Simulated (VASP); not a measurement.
# Tl in VASP: a series of runs, part 2 of 2

VASP 6.6.1.

## (3) Electric field gradients, PBE

This run uses another cell than the first one, of 26.87 Å³/atom.

INCAR

```
PREC     = Accurate       # precision mode
ENCUT    = 520            # plane-wave cutoff, eV
EDIFF    = 1E-8           # SCF threshold, eV
ISMEAR   = -1             # smearing method
SIGMA    = 0.05           # smearing width, eV
LREAL    = False          # projectors in reciprocal space
LASPH    = True           # aspherical terms in the spheres
NELM     = 80             # most SCF steps
ALGO     = Normal         # electronic algorithm
ISIF     = 2              # what is computed and relaxed
LWAVE    = False          # write WAVECAR
LCHARG   = False          # write CHGCAR
GGA      = PE             # functional
LEFG     = True         
ISYM     = 0            
NBANDS   = 20             # bands
```

KPOINTS

```
Automatic mesh
0
Gamma
  11 11 6
  0.5 0.5 0.5
```

POSCAR

```
Tl
1.0
    3.3860481321      0.0000000000      0.0000000000
   -1.6930240661      2.9324037009      0.0000000000
    0.0000000000      0.0000000000      5.4131726928
Tl
2
Direct
    0.3333333333      0.6666666667      0.2500000000
    0.6666666667      0.3333333333      0.7500000000
```

Potentials or basis: VASP PAW PBE potentials, release 64 (Tl_d).

Command:

```console
> cat potpaw_PBE.64/Tl_d/POTCAR > POTCAR
> mpirun -np 1 vasp_std > vasp.out
```

OUTCAR:

```text
PREC = Accurate
   ENCUT = 520
   EDIFF = 1E-8
   ISMEAR = -1
   LREAL = False
   LASPH = True
   NELM = 80
   ISIF = 2
   GGA = PE
   ISYM = 0

 ion  position               nearest neighbor table
   1  0.333  0.667  0.250-   2 3.34   2 3.34   2 3.34   2 3.34   2 3.34   2 3.34
   2  0.667  0.333  0.750-   1 3.34   1 3.34   1 3.34   1 3.34   1 3.34   1 3.34

IMPORTANT INFORMATION: All symmetrisations will be switched off!
NOSYMM: (Re-)initialisation of all symmetry stuff for point group C_1.

----------------------------------------------------------------------------------------

                                     Primitive cell

  volume of cell :      53.7488

  direct lattice vectors                    reciprocal lattice vectors
     3.386048132  0.000000000  0.000000000     0.295329529  0.170508583  0.000000000
    -1.693024066  2.932403701  0.000000000     0.000000000  0.341017166  0.000000000
     0.000000000  0.000000000  5.413172693     0.000000000  0.000000000  0.184734546
[... 708 lines left out ...]
     3.386048132  0.000000000  0.000000000     0.295329529  0.170508583  0.000000000
    -1.693024066  2.932403701  0.000000000     0.000000000  0.341017166  0.000000000
     0.000000000  0.000000000  5.413172693     0.000000000  0.000000000  0.184734546

 POSITION                                       TOTAL-FORCE (eV/Angst)
 -----------------------------------------------------------------------------------
     -0.00000      1.95494      1.35329        -0.000001      0.000000     -0.000000
      1.69302      0.97747      4.05988         0.000001     -0.000000      0.000000
 -----------------------------------------------------------------------------------
    total drift:                                0.000000     -0.000000     -0.000000

  FREE ENERGIE OF THE ION-ELECTRON SYSTEM (eV)
  ---------------------------------------------------
  free  energy   TOTEN  =        -4.2949701343 eV

  energy  without entropy=       -4.2884522239  energy(sigma->0) =       -4.29171118

 Electric field gradients (V/A^2)
---------------------------------------------------------------------
 ion       V_xx      V_yy      V_zz      V_xy      V_xz      V_yz
---------------------------------------------------------------------
   1       2.368     2.367    -4.734    -0.001    -0.000     0.000
   2       2.368     2.367    -4.734    -0.001    -0.000    -0.000
---------------------------------------------------------------------

 Electric field gradients after diagonalization (V/A^2)
 (convention: |V_zz| > |V_xx| > |V_yy|)
----------------------------------------------------------------------
 ion       V_xx      V_yy      V_zz     asymmetry (V_yy - V_xx)/ V_zz
----------------------------------------------------------------------
   1       2.368     2.366    -4.734       0.000
   2       2.368     2.366    -4.734       0.000
----------------------------------------------------------------------

           NMR quadrupolar parameters

 Cq : quadrupolar parameter    Cq=e*Q*V_zz/h
 eta: asymmetry parameters     (V_yy - V_xx)/ V_zz
 Q  : nuclear electric quadrupole moment in mb (millibarn)
----------------------------------------------------------------------
 ion       Cq(MHz)       eta       Q (mb)
----------------------------------------------------------------------
   1      -0.011       0.000       1.000
   2      -0.011       0.000       1.000
----------------------------------------------------------------------
```

Run time: 6.8 min. Hardware: 1 thread of Intel Xeon 6975P-C (Granite Rapids), shared host; peak memory 0.92 GiB.

Results:

- Free energy: -4.2950 eV
- Pressure: 6.2 GPa
- Band gap on the k mesh: zero (bands 13 and 14 overlap by 4.54 eV)
- Largest electric field gradient by atom: Tl -4.7 V/Å²

Levels at points of the mesh, in eV from the Fermi level:
| k point | band 9 | band 10 | band 11 | band 12 | band 13 | band 14 | band 15 | band 16 | band 17 | band 18 |
| --- | --- | --- | --- | --- | --- | --- | --- | --- | --- | --- |
| (0.05, 0.05, 0.08) | -11.21 | -11.17 | -10.37 | -5.45 | -2.51 | 7.06 | 7.58 | 9.62 | 10.64 | 10.80 |

Electric field gradients, principal values (V/Å²):
| atom | least | middle | greatest (by size) |
| --- | --- | --- | --- |
| 1 Tl | 2.366 | 2.368 | -4.734 |
| 2 Tl | 2.366 | 2.368 | -4.734 |

Caveat: the cell stands under pressure; without QUAD_EFG the Cq values of the log hold for a quadrupole moment of 1 mb, not for the nuclei; spin-orbit coupling is left out, which moves the levels of the heavy elements.

## (4) Electric field gradients, PBE (26.87 Å³/atom)

This run uses another cell than the first one, of 26.87 Å³/atom.

INCAR

```
SYSTEM = Tl
PREC = Accurate
ENCUT = 520
EDIFF = 1E-8
ISMEAR = -1
SIGMA = 0.05
LREAL = .FALSE.
LASPH = .TRUE.
NELM = 60
ALGO = Normal
ISIF = 2
LWAVE = .FALSE.
LCHARG = .FALSE.
GGA = PE
LEFG = .TRUE.
NBANDS = 20
```

KPOINTS

```
Automatic mesh
0
G
  11 11 6
  0 0 0
```

POSCAR is that of step 3.

Potentials or basis: VASP PAW PBE potentials, release 64 (Tl_d).

Command:

```console
> cat potpaw_PBE.64/Tl_d/POTCAR > POTCAR
> mpirun -np 1 vasp_std > vasp.out
```

OUTCAR:

```text
SYSTEM = Tl
   PREC = Accurate
   ENCUT = 520
   EDIFF = 1E-8
   ISMEAR = -1
   LREAL = .FALSE.
   LASPH = .TRUE.
   NELM = 60
   ISIF = 2
   GGA = PE

 ion  position               nearest neighbor table
   1  0.333  0.667  0.250-   2 3.34   2 3.34   2 3.34   2 3.34   2 3.34   2 3.34
   2  0.667  0.333  0.750-   1 3.34   1 3.34   1 3.34   1 3.34   1 3.34   1 3.34

  LATTYP: Found a hexagonal cell.
 ALAT       =     3.3860481321
 C/A-ratio  =     1.5986697417

  Lattice vectors:

 A1 = (   3.3860481321,   0.0000000000,   0.0000000000)
 A2 = (  -1.6930240661,   2.9324037009,   0.0000000000)
 A3 = (   0.0000000000,   0.0000000000,   5.4131726928)

Analysis of symmetry for initial positions (statically):
=====================================================================
 Subroutine PRICEL returns:
 Original cell was already a primitive cell.

 Routine SETGRP: Setting up the symmetry group for a
 hexagonal supercell.
[... 743 lines left out ...]
  volume of cell :       53.75
      direct lattice vectors                 reciprocal lattice vectors
     3.386048132  0.000000000  0.000000000     0.295329529  0.170508583  0.000000000
    -1.693024066  2.932403701  0.000000000     0.000000000  0.341017166  0.000000000
     0.000000000  0.000000000  5.413172693     0.000000000  0.000000000  0.184734546

 POSITION                                       TOTAL-FORCE (eV/Angst)
 -----------------------------------------------------------------------------------
     -0.00000      1.95494      1.35329        -0.000000      0.000000      0.000000
      1.69302      0.97747      4.05988         0.000000     -0.000000      0.000000
 -----------------------------------------------------------------------------------
    total drift:                               -0.000000      0.000000      0.000000

  FREE ENERGIE OF THE ION-ELECTRON SYSTEM (eV)
  ---------------------------------------------------
  free  energy   TOTEN  =        -4.3119610585 eV

  energy  without entropy=       -4.3030959474  energy(sigma->0) =       -4.30752850

 Electric field gradients (V/A^2)
---------------------------------------------------------------------
 ion       V_xx      V_yy      V_zz      V_xy      V_xz      V_yz
---------------------------------------------------------------------
   1      12.999    12.998   -25.997    -0.001     0.000    -0.000
   2      12.999    12.998   -25.997    -0.001    -0.000     0.000
---------------------------------------------------------------------

 Electric field gradients after diagonalization (V/A^2)
 (convention: |V_zz| > |V_xx| > |V_yy|)
----------------------------------------------------------------------
 ion       V_xx      V_yy      V_zz     asymmetry (V_yy - V_xx)/ V_zz
----------------------------------------------------------------------
   1      13.000    12.997   -25.997       0.000
   2      13.000    12.997   -25.997       0.000
----------------------------------------------------------------------

           NMR quadrupolar parameters

 Cq : quadrupolar parameter    Cq=e*Q*V_zz/h
 eta: asymmetry parameters     (V_yy - V_xx)/ V_zz
 Q  : nuclear electric quadrupole moment in mb (millibarn)
----------------------------------------------------------------------
 ion       Cq(MHz)       eta       Q (mb)
----------------------------------------------------------------------
   1      -0.063       0.000       1.000
   2      -0.063       0.000       1.000
----------------------------------------------------------------------
```

stdout:

```text
POSCAR found type information on POSCAR Tl
 POSCAR found :  1 types and       2 ions
 scaLAPACK will be used
 LDA part: xc-table for (Slater+PW92), standard interpolation
 POSCAR, INCAR and KPOINTS ok, starting setup
 FFT: planning ... GRIDC
 FFT: planning ... GRID_SOFT
 FFT: planning ... GRID
 WAVECAR not read
 entering main loop
ion   1

ion   2
```

Wall time 49 s (1 thread of Intel Xeon Platinum 8259CL at 2.50GHz (Skylake/Cascade Lake), shared host); peak memory 0.21 GiB.

What came out:

```
Free energy                             : -4.3120 eV
Pressure                                : 6.2 GPa
Band gap on the k mesh                  : zero (bands 13 and 14 overlap by 6.10 eV)
Largest electric field gradient by atom : Tl -26.0 V/Å²
```

Electric field gradients, principal values (V/Å²):
```csv
atom,least,middle,greatest (by size)
1 Tl,12.997,13.000,-25.997
2 Tl,12.997,13.000,-25.997
```

Caveat: the cell stands under pressure; without QUAD_EFG the Cq values of the log hold for a quadrupole moment of 1 mb, not for the nuclei; spin-orbit coupling is left out, which moves the levels of the heavy elements.

## (5) Summary

| cell | k mesh | gap on the mesh (eV) | pressure (GPa) |
| --- | --- | --- | --- |
| a = 3.456, b = 3.456, c = 5.525 Å, angles 90.0, 90.0, 120.0°, 2 atoms, atomic positions A | 11 × 11 × 6 | none | 3.1 |
| a = 3.386, b = 3.386, c = 5.413 Å, angles 90.0, 90.0, 120.0°, 2 atoms, atomic positions B | 11 × 11 × 6, shifted | none | 6.2 |
| a = 3.386, b = 3.386, c = 5.413 Å, angles 90.0, 90.0, 120.0°, 2 atoms, atomic positions B | 11 × 11 × 6 | none | 6.2 |

Alike in all rows: task electric field gradients; level PBE; potentials or basis VASP PAW PBE potentials, release 64 (Tl_d); no spin polarisation; cutoff (eV) 520; smearing fermi-dirac 0.05 eV.

Caveats: the cell stands under pressure; spin-orbit coupling is left out, which moves the levels of the heavy elements.

Absolute energies hang on the potentials; compare differences alone.
